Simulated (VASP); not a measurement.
# Hf11Si13 in VASP: a series of runs, part 2 of 2

VASP 6.6.1.

## Step 5: Single point, PBE

Contents of INCAR:

```
SYSTEM = Hf11Si13
PREC = Accurate ; ENCUT = 400
EDIFF = 1E-6 ; ISMEAR = -1
SIGMA = 0.1034 ; LREAL = Auto
LASPH = .True. ; NELM = 120
ALGO = Normal ; ISIF = 2
LWAVE = .False. ; LCHARG = .False.
GGA = PE ; ISYM = -1
NBANDS = 99 ; GGA_COMPAT = .False.
```

Contents of KPOINTS:

```
explicit points
1
Reciprocal
  0.25000000   0.25000000   0.25000000 1
```

Contents of POSCAR:

```
Hf11Si13
1.0
    7.7410930000     -0.0769270000      0.2103670000
   -0.0769270000      7.9026600000      0.0117030000
    0.2103670000      0.0117030000      7.8669780000
Si Hf
13 11
Direct
    0.6070400511      0.0533316290      0.7440860602
    0.9791399625      0.3291350452      0.1920827027
    0.7585035180      0.9327772946      0.5193185487
    0.1385001182      0.5336235485      0.6477763316
    0.6907590955      1.0221741686      0.1483473803
    0.8424730608      0.5990071679      0.7400614682
    0.6896424140      0.3618731258      0.6497347511
    0.2561917901      0.1937987478      0.2657825756
    0.0692894393      0.3687537251      0.9176207514
    0.5752354827      0.5901611541      0.1934712136
    0.9187063654      0.1486394081      0.6243373213
    0.0098690676      0.0754271126      0.9466266653
    0.5152535547      0.5284541562      0.4852933562
    0.4601082118      0.8641729916      0.4481253156
    0.3022844741      0.2411258219      0.6802913935
    0.9105312835      0.7112461740      0.0620995192
    0.0271450500      0.9692757091      0.3187910458
    0.2343805656      0.5464981885      0.3067435037
    0.1053662659      0.8505642098      0.6977486478
    0.8481321863      0.6211816190      0.4246032324
    0.3427866937     -0.0019201327      0.0039056246
    0.6004236399      0.2459416596      0.3317503144
    0.4494946917      0.6536899735      0.7557611088
    0.6177985484      0.3554365308      0.9699508374
```

Potentials or basis: VASP PAW PBE potentials, release 64 (Si, Hf_pv).

The run is started by

```sh
> cat potpaw_PBE.64/Si/POTCAR potpaw_PBE.64/Hf_pv/POTCAR > POTCAR
> mpirun -np 1 vasp_std > vasp.out
```

OUTCAR:

```text
SYSTEM = Hf11Si13
   PREC = Accurate
   ENCUT = 400
   EDIFF = 1E-6
   ISMEAR = -1
   LREAL = Auto
   LASPH = .True.
   NELM = 120
   ISIF = 2
   GGA = PE
   ISYM = -1

 ion  position               nearest neighbor table
   1  0.607  0.053  0.744-   3 2.29   7 2.60  11 2.64  21 2.84  15 2.88  24 2.98  14 3.03  23 3.36

   2  0.979  0.329  0.192-   9 2.25   8 2.51  18 2.78  12 2.79  17 3.05  20 3.10  22 3.13  16 3.25
                            24 3.39
   3  0.759  0.933  0.519-  11 2.27   1 2.29  14 2.46  17 2.55  20 2.67   5 3.08  19 3.17  22 3.18
[... 7 lines left out ...]
   7  0.690  0.362  0.650-   6 2.33  13 2.34  11 2.47  24 2.55   1 2.60  22 2.78  20 2.91  23 3.08
                            15 3.13
   8  0.256  0.194  0.266-  17 2.50   2 2.51  21 2.65  22 2.77  18 2.81  15 3.32  14 3.42
   9  0.069  0.369  0.918-   2 2.25  12 2.36   4 2.52  15 2.74   6 2.95  16 3.18  24 3.50
  10  0.575  0.590  0.193-  13 2.37  24 2.57  18 2.76  20 2.87  16 2.89  22 2.94  14 3.07
  11  0.919  0.149  0.624-   3 2.27   7 2.47   1 2.64  12 2.73  19 2.86  17 2.89  15 3.10
  12  0.010  0.075  0.947-   9 2.36  21 2.72  19 2.73  11 2.73   2 2.79   5 2.89  17 3.06  16 3.09
                            15 3.25
  13  0.515  0.528  0.485-   7 2.34  10 2.37  23 2.38  22 2.62  18 2.66  20 2.68  14 2.71   4 3.12
                            15 3.13
  14  0.460  0.864  0.448-   3 2.46  13 2.71  23 2.93   1 3.03  10 3.07   5 3.12  18 3.26  19 3.29
                            22 3.30   8 3.42  20 3.59  17 3.67  15 3.69  21 3.81
  15  0.302  0.241  0.680-   4 2.68   9 2.74   1 2.88  11 3.10   7 3.13  13 3.13  21 3.22  12 3.25
                             8 3.32  19 3.41  22 3.49  23 3.50  24 3.54  14 3.69  18 3.86
  16  0.911  0.711  0.062-   6 2.76  10 2.89  20 2.95  17 3.03   5 3.07  12 3.09   9 3.18   2 3.25
                            19 3.34  18 3.51  24 3.68
  17  0.027  0.969  0.319-   8 2.50   3 2.55  11 2.89   5 3.03  16 3.03   2 3.05  12 3.06  20 3.15
                            19 3.22  21 3.39  14 3.67  18 3.73
  18  0.234  0.546  0.307-  13 2.66   4 2.75  10 2.76   2 2.78   8 2.81  20 3.15  14 3.26  16 3.51
                            17 3.73  22 3.75  15 3.86
  19  0.105  0.851  0.698-   4 2.55  12 2.73   6 2.82  11 2.86  23 3.17   3 3.17  17 3.22  14 3.29
                            21 3.31  16 3.34  15 3.41  20 3.50
  20  0.848  0.621  0.425-   6 2.49   3 2.67  13 2.68  10 2.87   7 2.91  16 2.95   4 3.02   2 3.10
                            17 3.15  18 3.15  19 3.50  14 3.59  22 3.60
  21  0.343  0.998  0.004-   8 2.65  12 2.72   1 2.84   5 2.98  15 3.22  19 3.31  17 3.39  23 3.44
                            24 3.50  14 3.81  22 3.86
  22  0.600  0.246  0.332-   5 2.38  13 2.62   8 2.77   7 2.78  10 2.94  24 2.97   2 3.13   3 3.18
                            14 3.30  15 3.49  20 3.60  18 3.75  21 3.86
  23  0.449  0.654  0.756-  13 2.38   4 2.75  14 2.93   6 3.08   7 3.08  19 3.17  24 3.23   1 3.36
                            21 3.44  15 3.50
  24  0.618  0.355  0.970-   7 2.55  10 2.57  22 2.97   1 2.98   5 3.06   6 3.08  23 3.23   2 3.39
                             9 3.50  21 3.50  15 3.54  16 3.68

IMPORTANT INFORMATION: All symmetrisations will be switched off!
NOSYMM: (Re-)initialisation of all symmetry stuff for point group C_1.

----------------------------------------------------------------------------------------

                                     Primitive cell

  volume of cell :     480.8664

  direct lattice vectors                    reciprocal lattice vectors
     7.741093000 -0.076927000  0.210367000     0.129287284  0.001263646 -0.003459088
    -0.076927000  7.902660000  0.011703000     0.001263646  0.126552301 -0.000222051
     0.210367000  0.011703000  7.866978000    -0.003459088 -0.000222051  0.127206441

  length of vectors
     7.744332952  7.903043072  7.869798859     0.129339722  0.126558805  0.127253658

  position of ions in fractional coordinates (direct lattice)
     0.607040051  0.053331629  0.744086060
     0.979139962  0.329135045  0.192082703
     0.758503518  0.932777295  0.519318549
     0.138500118  0.533623549  0.647776332
     0.690759095  0.022174169  0.148347380
     0.842473061  0.599007168  0.740061468
[... 67 lines left out ...]
   ISTART =      0    job   : 0-new  1-cont  2-samecut
   ICHARG =      2    charge: 1-file 2-atom 10-const
   ISPIN  =      1    spin polarized calculation?
   LNONCOLLINEAR =      F non collinear calculations
   LSORBIT =      F    spin-orbit coupling
   LASPH  =      T    aspherical Exc in radial PAW
   ENCUT  =  400.0 eV  29.40 Ry    5.42 a.u.  12.63 12.89 12.83*2*pi/ulx,y,z
   NELM   =    120;   NELMIN=  2; NELMDL= -5     # of ELM steps
   EDIFF  = 0.1E-05   stopping-criterion for ELM
   LREAL  =      T    real-space projection
   EDIFFG = 0.1E-04   stopping-criterion for IOM
   NSW    =      0    number of steps for IOM
   IBRION =     -1    ionic relax: 0-MD 1-quasi-New 2-CG
   NFREE  =      0    steps in history (QN), initial steepest desc. (CG)
   ISIF   =      2    stress and relaxation
   ISYM   =     -1    0-nonsym 1-usesym 2-fastsym
   POTIM  = 0.5000    time-step for ionic-motion
   TEBEG  =    0.0;   TEEND  =   0.0 temperature during run
   PSTRESS=    0.0 pullay stress
   NELECT =     162.0000    total number of electrons
   NUPDOWN=      -1.0000    fix difference up-down
   EMIN   =  10.00;   EMAX   =-10.00  energy-range for DOS
   EFERMI =   0.00;   METHOD = LEGACY
   ISMEAR =    -1;   SIGMA  =   0.10  broadening in eV -4-tet -1-fermi 0-gaus
   EFERMI_NEDOS =   21; number of points for ismear=-14 and -15
   IALGO  =     38    algorithm
   IMIX   =      4    mixing-type and parameters
     AMIX     =   0.40;   BMIX     =  1.00
     AMIX_MAG =   1.60;   BMIX_MAG =  1.00
  volume/ion in A,a.u.               =      20.04       135.21
  Fermi-wavevector in a.u.,A,eV,Ry     =   1.139126  2.152636 17.655022  1.297608
  Thomas-Fermi vector in A             =   2.275830
   LORBIT       =      0    0 simple, 1 ext, 2 COOP (PROOUT), +10 PAW based schemes
   GGA     = PE    functional components
   LHFCALC =     F    Hartree Fock is set to
   AEXX    =    0.0000 exact exchange contribution
   IVDW    =     0    specifies the selected vdW correction
   LEPSILON=     F    determine dielectric tensor
   LRPA    =     F    only Hartree local field effects (RPA)
 non-spin polarized calculation
  energy-cutoff  :      400.00
  volume of cell :      480.87
 maximum number of plane-waves:      8741
 NGX is ok and might be reduce to    50
   NGX = 25   NGY = 25   NGZ = 25

 number of electron     161.9999997 magnetization

 Free energy of the ion-electron system (eV)
  ---------------------------------------------------
  ext. energy  EPLUGINS =         0.00000000
  ---------------------------------------------------
  free energy    TOTEN  =      -178.99138795 eV

  energy without entropy =     -178.50473896  energy(sigma->0) =     -178.74806345

 E-fermi :   6.0065     XC(G=0): -10.6543

 val. band max:        5.9199173379   @ k =   0.2500   0.2500   0.2500
 cond. band min:       6.0700217816   @ k =   0.2500   0.2500   0.2500
 fundamental gap:      0.1501044437
 Fermi energy:         6.0064769276

 k-point     1 :       0.2500    0.2500    0.2500
  band No.  band energies     occupation
      1     -25.3653      2.00000
      2     -25.2618      2.00000
      3     -25.2348      2.00000
      4     -25.1918      2.00000
      5     -25.1594      2.00000
      6     -25.1183      2.00000
[... 85 lines left out ...]
     92       7.2489      0.00001
     93       7.3694      0.00000
 [bands above 93 left out]

------------------------ aborting loop because EDIFF is reached ----------------------------------------

  FORCE on cell =-STRESS in cart. coord.  units (eV):
  Direction    XX          YY          ZZ          XY          YZ          ZX
  --------------------------------------------------------------------------------------
  -------------------------------------------------------------------------------------
  Total      -19.3106789     -3.4673696      5.0422824      2.0214250     10.9242851     -5.5533329
  in kB      -64.3403855    -11.5527734     16.8001547      6.7350952     36.3981360    -18.5029009
  external PRESSURE =     -19.6976680 kB  Pullay stress =       0.0000000 kB

 VOLUME and BASIS-vectors are now :
 -----------------------------------------------------------------------------
  energy-cutoff  :      400.00
  volume of cell :      480.87
      direct lattice vectors                 reciprocal lattice vectors
     7.741093000 -0.076927000  0.210367000     0.129287284  0.001263646 -0.003459088
    -0.076927000  7.902660000  0.011703000     0.001263646  0.126552301 -0.000222051
     0.210367000  0.011703000  7.866978000    -0.003459088 -0.000222051  0.127206441

 POSITION                                       TOTAL-FORCE (eV/Angst)
 -----------------------------------------------------------------------------------
      4.85158      0.38347      5.98203        -1.461692      0.225767      0.858422
      7.59470      2.52797      1.72094        -1.088449      0.311451      1.944556
      5.90914      7.31915      4.25595         0.882895     -0.954034      0.119644
      1.16736      4.21397      5.13142        -0.370987     -0.624133     -0.693135
      5.37673      0.12383      1.31262         0.926476     -2.503117     -2.230194
      6.63127      4.67760      6.00629         0.061582      0.553785      2.833661
[... 16 lines left out ...]
      3.58828      5.14016      6.04776         0.217707      0.939665      3.346566
      4.95914      2.77272      7.76471         0.101838     -0.687213     -0.241585
 -----------------------------------------------------------------------------------
    total drift:                               -0.003882     -0.000425      0.001682

  FREE ENERGIE OF THE ION-ELECTRON SYSTEM (eV)
  ---------------------------------------------------
  free  energy   TOTEN  =      -178.9913879484 eV

  energy  without entropy=     -178.5047389578  energy(sigma->0) =     -178.74806345
```

Run time: 85 s. Hardware: 1 thread of Intel Xeon Platinum 8375C at 2.90GHz (Ice Lake), shared host; peak memory 0.36 GiB.

Results:

```
Free energy   : -178.9914 eV
Pressure      : -2.0 GPa
Largest force : 3.483 eV/Å
```

Forces in eV/Å, atoms in the order of the input:
```
Si  -1.462  0.226  0.858
Si  -1.088  0.311  1.945
Si   0.883 -0.954  0.120
Si  -0.371 -0.624 -0.693
Si   0.926 -2.503 -2.230
Si   0.062  0.554  2.834
Si   0.020 -0.628 -0.496
Si   1.459  1.467  0.806
Si   0.076  0.953 -1.068
Si   0.067  0.976 -0.197
Si   1.097  0.650  0.347
Si  -0.301 -0.665 -0.094
Si  -0.456 -0.630 -1.471
Hf  -1.841  0.267 -1.224
Hf   0.186 -0.131 -1.030
Hf  -0.435 -0.068 -0.699
Hf  -0.388 -0.139 -0.667
Hf  -0.385  0.304 -0.156
Hf  -0.409  0.574 -0.509
Hf   0.456 -0.603 -1.168
Hf   1.406 -1.018 -0.136
Hf   0.179  1.431  1.824
Hf   0.218  0.940  3.347
Hf   0.102 -0.687 -0.242
```

Stress tensor (GPa, compression positive):
```
-6.43  0.67 -1.85
 0.67 -1.16  3.64
-1.85  3.64  1.68
```

Levels at points of the mesh, in eV from the Fermi level:
| k point | band 77 | band 78 | band 79 | band 80 | band 81 | band 82 | band 83 | band 84 | band 85 | band 86 |
| --- | --- | --- | --- | --- | --- | --- | --- | --- | --- | --- |
| (0.25, 0.25, 0.25) | -0.54 | -0.48 | -0.41 | -0.18 | -0.09 | 0.06 | 0.24 | 0.39 | 0.50 | 0.60 |

Caveat: the atoms stand as in a frame of molecular dynamics; spin-orbit coupling is left out, which moves the levels of the heavy elements.

## Step 6: Overview

| cell | smearing | pressure (GPa) | largest force (eV/Å) |
| --- | --- | --- | --- |
| as given, atomic positions A | fermi-dirac 0.1853 eV | -0.2 | 3.49 |
| as given, atomic positions B | fermi-dirac 0.1853 eV | -0.9 | 6.29 |
| as given, atomic positions C | fermi-dirac 0.1853 eV | -1.1 | 5.15 |
| as given, atomic positions D | fermi-dirac 0.1034 eV | -2.0 | 3.48 |

Alike in all rows: task single point; level PBE; potentials or basis VASP PAW PBE potentials, release 64 (Si, Hf_pv); no spin polarisation; k mesh 1 × 1 × 1, shifted; cutoff (eV) 400.

Caveats: the atoms stand as in a frame of molecular dynamics; spin-orbit coupling is left out, which moves the levels of the heavy elements.

Absolute energies hang on the potentials; compare differences alone.
